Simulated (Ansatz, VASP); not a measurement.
## One calculation of Ti3Al, two programs

The input INCAR:

```
SYSTEM = Ti3Al
PREC = Accurate
ENCUT = 520
EDIFF = 1E-6
ISMEAR = 0
SIGMA = 0.15
LREAL = .FALSE.
LASPH = .TRUE.
NELM = 60
ALGO = Fast
ISIF = 2
LWAVE = .FALSE.
LCHARG = .FALSE.
GGA = PS
NBANDS = 28
```

KPOINTS

```
Automatic mesh
0
G
  15 15 6
  0 0 0
```

POSCAR

```
Ti3Al
1.0
    2.8701969374      0.0000000000      0.0000000000
   -1.4350984687      2.4856634617      0.0000000000
    0.0000000000      0.0000000000      9.3000121166
Ti Al
3 1
Direct
    0.6666666667      0.3333333333      0.0000000000
    0.3333333333      0.6666666667      0.7621161197
    0.3333333333      0.6666666667      0.2378838803
    0.6666666667      0.3333333333      0.5000000000
```

Input for Ansatz:

```yaml
crystal:
  lattice:
    - [2.8701969374, 0.0, 0.0]
    - [-1.4350984687, 2.4856634617, 0.0]
    - [0.0, 0.0, 9.3000121166]
  atoms:
    - { symbol: Ti, position: [0.6666666667, 0.3333333333, 0.0] }
    - { symbol: Ti, position: [0.3333333333, 0.6666666667, 0.7621161197] }
    - { symbol: Ti, position: [0.3333333333, 0.6666666667, 0.2378838803] }
    - { symbol: Al, position: [0.6666666667, 0.3333333333, 0.5] }
basis:
  ecutwfc: 520.0
kpoints:
  mp_grid: { grid: [15, 15, 6] }
hamiltonian:
  xc: pbesol
  pseudopotentials: { kind: paw, azcp: { folder: soft_1 } }
scf:
  occupations: { method: gaussian, width: 0.15 }
output:
  forces: true
  stress: true
  eigenvalues: true
```

Alike in both runs: task single point; functional PBEsol; k mesh 15 × 15 × 6; occupations gaussian, width 0.15 eV; no spin polarisation.

|  | VASP | Ansatz |
| --- | --- | --- |
| version | VASP 6.6.1 | Ansatz 0.2.0 |
| potentials or method | VASP PAW PBE potentials, release 64 (Ti_sv, Al), cutoff 520 eV | scalar-relativistic, plane waves, PAW |
| valence electrons in the cell | 39 | 39 |

```csv
,VASP,Ansatz,Ansatz less VASP
gap on the k mesh at the Fermi level (eV),none,none,-
pressure (GPa),0.6,0.8,+0.17
"traceless stress, the component that is largest in VASP (GPa)",-3.33,-3.39,-0.058
rms of the force components (eV/Å),0.341,0.347,+0.0057
```

VASP's potentials were made for PBE, not for PBEsol, and Ansatz warns of the same on its side. Atom by atom the forces differ by 0.006 eV/Å (rms over components). A gap of «none» marks a metal or a gap that the smearing closes. With one functional, cell and mesh, what is left measures potentials, basis and numerics.
